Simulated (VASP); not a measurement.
Set up this calculation in VASP 6.6.1, as the native input.

```
Task                   : single point
Functional             : PBEsol
Potentials or basis    : VASP PAW PBE potentials, release 64 (Zn, S)
Cutoff                 : 500 eV
k mesh                 : 6 × 6 × 6
Occupations            : methfessel-paxton, width 0.001 eV
Spin                   : no spin polarisation
Dipole correction      : no
Further INCAR settings : ALGO = Normal; EDIFF = 1e-06; NBANDS = 16
```

The structure of ZnS lies in POSCAR:

```
ZnS
1.0
    0.0000000000      2.5310227333      2.5310227333
    2.5310227333      0.0000000000      2.5310227333
    2.5310227333      2.5310227333      0.0000000000
Zn S
1 1
Direct
    0.0000000000      0.0000000000      0.0000000000
    0.5000000000      0.5000000000      0.5000000000
```

One way to write it, as run:

INCAR

```
SYSTEM = ZnS
ALGO = Normal
EDIFF = 1E-6
ENCUT = 500
GGA = PS
GGA_COMPAT = .FALSE.
ISIF = 2
ISMEAR = 1
LASPH = .TRUE.
LCHARG = .FALSE.
LREAL = .FALSE.
LWAVE = .FALSE.
NBANDS = 16
NELM = 120
PREC = Accurate
SIGMA = 0.001
```

KPOINTS

```
k-points
0
G
  6 6 6
  0 0 0
```

Potentials or basis: VASP PAW PBE potentials, release 64 (Zn, S).

Command:

```console
$ cat potpaw_PBE.64/Zn/POTCAR potpaw_PBE.64/S/POTCAR > POTCAR
$ mpirun -np 1 vasp_std > vasp.out
```

It gave:

| Property | Result |
| --- | --- |
| Pressure | -2.1 GPa |
| Band gap on the k mesh | zero (band 9 reaches 3.97 eV, above the bottom of band 10 at 3.58 eV) |

Caveat: the PAW data sets were made with another functional, which shifts forces and pressure a little.

It took 5.7 s on 1 thread of Intel(R) Xeon(R) 6975P-C (Granite Rapids), on a shared host, peak memory 0.15 GiB.
